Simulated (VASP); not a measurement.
Set up this calculation in VASP 6.6.1, as the native input.

* Task: single point
* Functional: PBE
* Potentials or basis: VASP PAW PBE potentials, release 64 (Pb_d)
* Cutoff: 520 eV
* k mesh: 14 × 14 × 14
* Occupations: fermi-dirac, width 0.05 eV
* Spin: no spin polarisation
* Dipole correction: no
* Further INCAR settings: ALGO = Normal; EDIFF = 1e-06; NBANDS = 21

The structure of Pb lies in POSCAR:

```
Pb
1.0
   -2.7918823932      2.7918823932      1.4951068173
    2.7918823932     -2.7918823932      1.4951068173
    2.7918823932      2.7918823932     -1.4951068173
Pb
2
Direct
   -0.3750000000     -0.1250000000     -0.2500000000
    0.3750000000      0.1250000000      0.2500000000
```

This cell differs from its parent crystal: volume scaled by 0.7.

These files were run (other wordings do the same):

INCAR

```
SYSTEM = Pb
  PREC = Accurate
  ENCUT = 520
  EDIFF = 1E-6
  ISMEAR = -1
  SIGMA = 0.05
  LREAL = .False.
  LASPH = .True.
  NELM = 100
  ALGO = Normal
  ISIF = 2
  LWAVE = .False.
  LCHARG = .False.
  GGA = PE
  NBANDS = 21
```

KPOINTS

```
Automatic mesh
0
Gamma
  14 14 14
  0 0 0
```

Potentials or basis: VASP PAW PBE potentials, release 64 (Pb_d).

The run is started by

```bash
$ cat potpaw_PBE.64/Pb_d/POTCAR > POTCAR
$ mpirun -np 1 vasp_std > vasp.out
```

Results of the run:

```yaml
Pressure: 31.4 GPa
Band_gap_on_the_k_mesh: zero (band 14 reaches 12.27 eV, above the bottom of band 15 at 7.58 eV)
```

Caveat: spin-orbit coupling is left out, which moves the levels of the heavy elements.

Run time: 87 s on 1 thread of Intel(R) Xeon(R) 6975P-C (Granite Rapids), with other jobs on the host, peak memory 0.31 GiB.
